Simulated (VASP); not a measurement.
# W (Fm-3m) in VASP: further runs

The runs below take W through single point, with PBEsol.

Program: VASP 6.6.1. These are calculated values, not measurements. Logs are shortened: lines on timing, memory, paths and dates and some standing lists are left out, and cuts for length are marked.

**1. The cell of the first run**

The structure is cubic, space group Fm-3m (No. 225). Conventional cell: a = 4.060 Å, b = 4.060 Å, c = 4.060 Å, α = 90.00°, β = 90.00°, γ = 90.00°. Within 3.8 Å of W (site symmetry m-3m) lie 12 W at 2.87 Å.

**2. Single point, PBEsol**

The input, INCAR:

```
SYSTEM = W
ALGO = Normal
EDIFF = 1E-6
ENCUT = 520
GGA = PS
ISIF = 2
ISMEAR = 1
LASPH = .True.
LCHARG = .False.
LREAL = .False.
LWAVE = .False.
NBANDS = 13
NELM = 60
PREC = Accurate
SIGMA = 0.1
```

The input, KPOINTS:

```
k-points
0
Gamma
  11 11 11
  0 0 0
```

The input, POSCAR:

```
W
1.0
    0.0000000000      2.0300000000      2.0300000000
    2.0300000000      0.0000000000      2.0300000000
    2.0300000000      2.0300000000      0.0000000000
W
1
Direct
    0.0000000000      0.0000000000      0.0000000000
```

Potentials or basis: VASP PAW PBE potentials, release 64 (W_sv).

Run with:

```
$ cat potpaw_PBE.64/W_sv/POTCAR > POTCAR
$ mpirun -np 1 vasp_std > vasp.out
```

OUTCAR:

```text
SYSTEM = W
   EDIFF = 1E-6
   ENCUT = 520
   GGA = PS
   ISIF = 2
   ISMEAR = 1
   LASPH = .True.
   LREAL = .False.
   NELM = 60
   PREC = Accurate

 ion  position               nearest neighbor table
   1  0.000  0.000  0.000-

  LATTYP: Found a face centered cubic cell.
 ALAT       =     4.0600000000

  Lattice vectors:

 A1 = (   0.0000000000,   2.0300000000,   2.0300000000)
 A2 = (   2.0300000000,   0.0000000000,   2.0300000000)
 A3 = (   2.0300000000,   2.0300000000,   0.0000000000)

Analysis of symmetry for initial positions (statically):
=====================================================================
 Subroutine PRICEL returns:
 Original cell was already a primitive cell.

 Routine SETGRP: Setting up the symmetry group for a
 face centered cubic supercell.

 Subroutine GETGRP returns: Found 48 space group operations
 (whereof 48 operations were pure point group operations)
 out of a pool of 48 trial point group operations.

The static configuration has the point symmetry O_h .

Analysis of symmetry for dynamics (positions and initial velocities):
=====================================================================
 Subroutine PRICEL returns:
 Original cell was already a primitive cell.

 Routine SETGRP: Setting up the symmetry group for a
 face centered cubic supercell.

 Subroutine GETGRP returns: Found 48 space group operations
 (whereof 48 operations were pure point group operations)
 out of a pool of 48 trial point group operations.

The dynamic configuration has the point symmetry O_h .

 Subroutine INISYM returns: Found 48 space group operations
 (whereof 48 operations are pure point group operations),
 and found     1 'primitive' translations

----------------------------------------------------------------------------------------

                                     Primitive cell

  volume of cell :      16.7309

  direct lattice vectors                    reciprocal lattice vectors
     0.000000000  2.030000000  2.030000000    -0.246305419  0.246305419  0.246305419
     2.030000000  0.000000000  2.030000000     0.246305419 -0.246305419  0.246305419
     2.030000000  2.030000000  0.000000000     0.246305419  0.246305419 -0.246305419

  length of vectors
     2.870853532  2.870853532  2.870853532     0.426613499  0.426613499  0.426613499

  position of ions in fractional coordinates (direct lattice)
     0.000000000  0.000000000  0.000000000

  ion indices of the primitive-cell ions
   primitive index   ion index
                 1           1

----------------------------------------------------------------------------------------

 KPOINTS: k-points

Automatic generation of k-mesh.
 Grid dimensions read from file:
 generate k-points for:   11   11   11

 Generating k-lattice:

  Cartesian coordinates                     Fractional coordinates (reciprocal lattice)
    -0.022391402  0.022391402  0.022391402     0.090909091  0.000000000  0.000000000
     0.022391402 -0.022391402  0.022391402     0.000000000  0.090909091  0.000000000
     0.022391402  0.022391402 -0.022391402     0.000000000  0.000000000  0.090909091

  Length of vectors
     0.038783045  0.038783045  0.038783045

  Shift w.r.t. Gamma in fractional coordinates (k-lattice)
     0.000000000  0.000000000  0.000000000

 Subroutine IBZKPT returns following result:
 ===========================================

 Found     56 irreducible k-points:

 Following reciprocal coordinates:
            Coordinates               Weight
  0.000000  0.000000  0.000000      1.000000
  0.090909  0.000000  0.000000      8.000000
  0.181818  0.000000  0.000000      8.000000
  0.272727  0.000000  0.000000      8.000000
  0.363636  0.000000  0.000000      8.000000
  0.454545  0.000000  0.000000      8.000000
[... 16 lines left out ...]
 -0.272727  0.181818  0.000000     24.000000
 -0.181818  0.181818  0.000000     12.000000
 [... further k-points ...]
   k-points           NKPTS =     56   k-points in BZ     NKDIM =     56   number of bands    NBANDS=     13
   number of dos      NEDOS =    301   number of ions     NIONS =      1
   total plane-waves  NPLWV =  13824
   dimension x,y,z NGX =    24 NGY =   24 NGZ =   24
   dimension x,y,z NGXF=    48 NGYF=   48 NGZF=   48
   ions per type =               1
   NGX,Y,Z   is equivalent  to a cutoff of  13.90, 13.90, 13.90 a.u.
   NGXF,Y,Z  is equivalent  to a cutoff of  27.80, 27.80, 27.80 a.u.
 SYSTEM =  W
   PREC   = accura    normal or accurate (medium, high low for compatibility)
   ISTART =      0    job   : 0-new  1-cont  2-samecut
   ICHARG =      2    charge: 1-file 2-atom 10-const
   ISPIN  =      1    spin polarized calculation?
   LNONCOLLINEAR =      F non collinear calculations
   LSORBIT =      F    spin-orbit coupling
   LASPH  =      T    aspherical Exc in radial PAW
   ENCUT  =  520.0 eV  38.22 Ry    6.18 a.u.   5.34  5.34  5.34*2*pi/ulx,y,z
   NELM   =     60;   NELMIN=  2; NELMDL= -5     # of ELM steps
   EDIFF  = 0.1E-05   stopping-criterion for ELM
   LREAL  =      F    real-space projection
   EDIFFG = 0.1E-04   stopping-criterion for IOM
   NSW    =      0    number of steps for IOM
   IBRION =     -1    ionic relax: 0-MD 1-quasi-New 2-CG
   NFREE  =      0    steps in history (QN), initial steepest desc. (CG)
   ISIF   =      2    stress and relaxation
   ISYM   =      2    0-nonsym 1-usesym 2-fastsym
   POTIM  = 0.5000    time-step for ionic-motion
   TEBEG  =    0.0;   TEEND  =   0.0 temperature during run
   PSTRESS=    0.0 pullay stress
   NELECT =      14.0000    total number of electrons
   NUPDOWN=      -1.0000    fix difference up-down
   EMIN   =  10.00;   EMAX   =-10.00  energy-range for DOS
   EFERMI =   0.00;   METHOD = LEGACY
   ISMEAR =     1;   SIGMA  =   0.10  broadening in eV -4-tet -1-fermi 0-gaus
   EFERMI_NEDOS =   21; number of points for ismear=-14 and -15
   IALGO  =     38    algorithm
   IMIX   =      4    mixing-type and parameters
     AMIX     =   0.40;   BMIX     =  1.00
     AMIX_MAG =   1.60;   BMIX_MAG =  1.00
  volume/ion in A,a.u.               =      16.73       112.91
  Fermi-wavevector in a.u.,A,eV,Ry     =   1.542688  2.915258 32.380324  2.379887
  Thomas-Fermi vector in A             =   2.648457
   LORBIT       =      0    0 simple, 1 ext, 2 COOP (PROOUT), +10 PAW based schemes
   GGA     = PS    functional components
   LHFCALC =     F    Hartree Fock is set to
   AEXX    =    0.0000 exact exchange contribution
   IVDW    =     0    specifies the selected vdW correction
   LEPSILON=     F    determine dielectric tensor
   LRPA    =     F    only Hartree local field effects (RPA)
 non-spin polarized calculation
 Methfessel and Paxton  Order N= 1 SIGMA  =   0.10
  energy-cutoff  :      520.00
  volume of cell :       16.73
 maximum number of plane-waves:       463
 NGX is ok and might be reduce to    24
   NGX = 11   NGY = 11   NGZ = 11

 number of electron      14.0000002 magnetization

 Free energy of the ion-electron system (eV)
  ---------------------------------------------------
  ext. energy  EPLUGINS =         0.00000000
  ---------------------------------------------------
  free energy    TOTEN  =       -13.29105102 eV

  energy without entropy =      -13.29178804  energy(sigma->0) =      -13.29129670

 E-fermi :  10.0540     XC(G=0): -13.4488

 val. band max:       10.0164947249   @ k =  -0.2727   0.0909   0.0000
 cond. band min:      10.0799262072   @ k =   0.1818   0.0909   0.0000
 fundamental gap:      0.0634314823
 Fermi energy:        10.0540146447

 k-point     1 :       0.0000    0.0000    0.0000
  band No.  band energies     occupation
      1     -63.6136      2.00000
      2     -27.2630      2.00000
      3     -27.2630      2.00000
      4     -27.2630      2.00000
      5       1.1519      2.00000
      6       9.5182      2.00000
      7       9.5182      2.00000
      8       9.5182      2.00000
      9      12.5478      0.00000
     10      12.5478      0.00000
     11      22.8608      0.00000
     12      27.9432      0.00000
     13      27.9432      0.00000

 k-point     2 :       0.0909    0.0000    0.0000
  band No.  band energies     occupation
      1     -63.6059      2.00000
      2     -27.3541      2.00000
      3     -27.2747      2.00000
      4     -27.2747      2.00000
      5       1.5033      2.00000
      6       9.2583      2.00000
      7       9.6770      2.00000
      8       9.6770      2.00000
      9      12.4107      0.00000
     10      12.4107      0.00000
     11      23.5494      0.00000
     12      26.6124      0.00000
     13      28.6011      0.00000

 k-point     3 :       0.1818    0.0000    0.0000
  band No.  band energies     occupation
      1     -63.5852      2.00000
      2     -27.5933      2.00000
      3     -27.3060      2.00000
      4     -27.3060      2.00000
      5       2.4521      2.00000
      6       8.7423      2.00000
      7       9.9562      2.04550
      8       9.9562      2.04550
      9      12.3025      0.00000
     10      12.3025      0.00000
     11      24.1971      0.00000
     12      25.7279      0.00000
     13      30.4169      0.00000
[... 305 lines left out ...]
 k-point    23 :      -0.2727    0.1818    0.0000
  band No.  band energies     occupation
      1     -63.5257      2.00000
      2     -28.0438      2.00000
      3     -27.6131      2.00000
      4     -27.3835      2.00000
      5       5.3548      2.00000
      6       8.1601      2.00000
      7       8.7367      2.00000
      8      10.5340     -0.00000
      9      12.2479      0.00000
     10      15.8393      0.00000
     11      22.7352      0.00000
     12      26.1227      0.00000
     13      27.4651      0.00000

 k-point    24 :      -0.1818    0.1818    0.0000
  band No.  band energies     occupation
      1     -63.5488      2.00000
      2     -27.8675      2.00000
      3     -27.5175      2.00000
      4     -27.3363      2.00000
      5       4.2715      2.00000
      6       8.0213      2.00000
      7       9.4293      2.00000
      8      10.9826     -0.00000
      9      11.0596     -0.00000
     10      14.4540      0.00000
     11      24.1853      0.00000
     12      27.7575      0.00000
     13      28.5005      0.00000

 [... further k-points ...]
[... 5 lines left out ...]
  --------------------------------------------------------------------------------------
  -------------------------------------------------------------------------------------
  Total       -1.2961928     -1.2961928     -1.2961928      0.0000000     -0.0000000      0.0000000
  in kB     -124.1258020   -124.1258020   -124.1258020      0.0000000     -0.0000000      0.0000000
  external PRESSURE =    -124.1258020 kB  Pullay stress =       0.0000000 kB

 VOLUME and BASIS-vectors are now :
 -----------------------------------------------------------------------------
  energy-cutoff  :      520.00
  volume of cell :       16.73
      direct lattice vectors                 reciprocal lattice vectors
     0.000000000  2.030000000  2.030000000    -0.246305419  0.246305419  0.246305419
     2.030000000  0.000000000  2.030000000     0.246305419 -0.246305419  0.246305419
     2.030000000  2.030000000  0.000000000     0.246305419  0.246305419 -0.246305419

 POSITION                                       TOTAL-FORCE (eV/Angst)
 -----------------------------------------------------------------------------------
      0.00000      0.00000      0.00000         0.000000      0.000000     -0.000000
 -----------------------------------------------------------------------------------
    total drift:                               -0.000000     -0.000000      0.000000

  FREE ENERGIE OF THE ION-ELECTRON SYSTEM (eV)
  ---------------------------------------------------
  free  energy   TOTEN  =       -13.2910510217 eV

  energy  without entropy=      -13.2917880435  energy(sigma->0) =      -13.29129670
```

Wall time 17 s (1 thread of AMD EPYC 7R13 (Zen 3), shared host); peak memory 0.11 GiB.

Results:

```
Free energy            : -13.2911 eV
Pressure               : -12.4 GPa
Band gap on the k mesh : zero (band 7 reaches 12.63 eV, above the bottom of band 8 at 9.52 eV)
```

Levels at points of the mesh, in eV from the Fermi level:
```tsv
k point	band 3	band 4	band 5	band 6	band 7	band 8	band 9	band 10	band 11	band 12
(0.00, 0.00, 0.00)	-37.32	-37.32	-8.90	-0.54	-0.54	-0.54	2.49	2.49	12.81	17.89
```

Caveat: the PAW data sets were made with another functional, which shifts forces and pressure a little; spin-orbit coupling is left out, which moves the levels of the heavy elements.

**3. Single point, PBEsol**

The input, INCAR:

```
  PREC = Accurate
  ENCUT = 520
  EDIFF = 1E-6
  ISMEAR = 1
  SIGMA = 0.05
  LREAL = False
  LASPH = True
  NELM = 80
  ALGO = Normal
  ISIF = 2
  LWAVE = False
  LCHARG = False
  GGA = PS
  NBANDS = 13
```

The input, KPOINTS:

```
Automatic mesh
0
Gamma
  11 11 11
```

POSCAR is that of step 2.

Potentials or basis: VASP PAW PBE potentials, release 64 (W_sv).

Run with:

```
$ cat potpaw_PBE.64/W_sv/POTCAR > POTCAR
$ mpirun -np 1 vasp_std > vasp.out
```

Wall time 14 s (1 thread of AMD EPYC 7R13 (Zen 3), shared host); peak memory 0.11 GiB.

Results (log left out):

```yaml
Free_energy: -13.2915 eV
Pressure: -12.4 GPa
Band_gap_on_the_k_mesh: zero (band 7 reaches 12.63 eV, above the bottom of band 8 at 9.52 eV)
```

Levels at points of the mesh, in eV from the Fermi level:
```
           k point  band 4  band 5  band 6  band 7  band 8  band 9  band 10  band 11
(0.00, 0.00, 0.00)  -37.32   -8.90   -0.54   -0.54   -0.54    2.49     2.49    12.80
```

Caveat: the PAW data sets were made with another functional, which shifts forces and pressure a little; spin-orbit coupling is left out, which moves the levels of the heavy elements.

(Part 1 of 2 ends here.)
